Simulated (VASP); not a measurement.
InAs:

```
CELL_PARAMETERS angstrom
0.00000 2.97721 2.97721
2.97721 0.00000 2.97721
2.97721 2.97721 0.00000
ATOMIC_POSITIONS crystal
In 0.00000 0.00000 0.00000
As 0.75000 0.75000 0.75000
```

Base run:

- Program: VASP 6.6.1
- Functional: PBEsol
- Dispersion: D3(BJ)
- Potentials or basis: VASP PAW PBE potentials, release 64 (In_d, As)
- Cutoff: 520 eV
- k mesh: 8 × 8 × 8
- Occupations: fermi-dirac, width 0.05 eV
- Spin: no spin polarisation

Its results: band gap on the k mesh zero (filled and empty bands touch); pressure 2.5 GPa.

Q: The run is repeated on the same cell with these changes: dispersion from D3(BJ) to none. What comes out?

A: Band gap on the k mesh zero (filled and empty bands touch); pressure 4.4 GPa.

Dispersion adds attraction, which lowers the pressure at fixed volume and, as a term added to the energy, leaves the levels alone.

Caveats: the PAW data sets were made with another functional, which shifts forces and pressure a little; spin-orbit coupling is left out, which moves the levels of the heavy elements; pairwise dispersion overbinds metals, which lowers pressure and volume (some runs).
